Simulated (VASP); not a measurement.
CsI:

```xyz
2
Lattice="4.6081 0.0000 0.0000 0.0000 4.6081 0.0000 0.0000 0.0000 4.6081" Properties=species:S:1:pos:R:3 pbc="T T T"
Cs    0.0000    0.0000    0.0000
I     2.3041    2.3041    2.3041
```

Program: VASP 6.6.1. Alike in all runs: task single point; no spin polarisation; cell as given; smearing gaussian 0.01 eV.

Problem. Order these runs on this cell by their band gap on the k mesh, lowest first.
A. level HSE06; potentials or basis VASP PAW PBE potentials, release 64 (Cs_sv, I); k mesh 4 × 4 × 4; cutoff (eV) 400; grid for exact exchange (PRECFOCK) Normal; share of exact exchange 0.25; screening parameter 0.2079 1/Å
B. level LDA; potentials or basis VASP PAW LDA potentials, release 64 (Cs_sv, I); k mesh 6 × 6 × 6; cutoff (eV) 500
C. level PBE; potentials or basis VASP PAW PBE potentials, release 64 (Cs_sv, I); k mesh 4 × 4 × 4; cutoff (eV) 500
D. level r2SCAN0; potentials or basis VASP PAW PBE potentials, release 64 (Cs_sv, I); k mesh 4 × 4 × 4; cutoff (eV) 440; grid for exact exchange (PRECFOCK) Normal; share of exact exchange 0.25

Solution. B (3.45 eV), C (3.79 eV), A (4.78 eV), D (5.87 eV).

Caveats: spin-orbit coupling is left out, which moves the levels of the heavy elements.

A k mesh can miss the band edges.
